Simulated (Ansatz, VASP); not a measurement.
**One calculation of ScAl3N4, two programs**

```
CELL_PARAMETERS angstrom
6.39598 -0.01715 0.00000
-3.21285 5.56481 0.00000
0.00000 0.00000 4.97362
ATOMIC_POSITIONS crystal
Al 0.33482 0.16381 0.49834
Al 0.16925 0.83462 0.99532
Al 0.33482 0.67101 0.49834
Al 0.66518 0.33619 0.99834
Al 0.66518 0.82899 0.99834
Al 0.83075 0.66538 0.49532
Sc 0.17769 0.33885 0.98878
Sc 0.82231 0.16115 0.48878
N 0.18227 0.34113 0.41371
N 0.34521 0.15448 0.87653
N 0.16486 0.83243 0.38045
N 0.34521 0.69074 0.87653
N 0.65479 0.34552 0.37653
N 0.81773 0.15887 0.91371
N 0.65479 0.80926 0.37653
N 0.83514 0.66757 0.88045
```

Alike in both runs: task relaxation of the atoms; functional LDA; k mesh 4 × 4 × 5; no spin polarisation.

```csv
,VASP,Ansatz
version,VASP 6.6.1,Ansatz 0.2.0
potentials or method,"VASP PAW LDA potentials, release 64 (Al, Sc_sv, N)","scalar-relativistic, plane waves, PAW"
plane-wave cutoff (eV),520,420
occupations,"gaussian, width 0.01 eV",fixed
valence electrons in the cell,80,80
```

VASP gave:

```
gap on the k mesh at the Fermi level, each at its own relaxed structure (eV) : 3.61
```

**Question.** What did Ansatz give for the same quantities?

**Answer.** gap on the k mesh at the Fermi level, each at its own relaxed structure (eV): 3.64.

LDA's correlation is that of Perdew and Zunger in VASP and of Perdew and Wang (1992) in Ansatz. Ansatz's warnings: stress scf threshold loose.
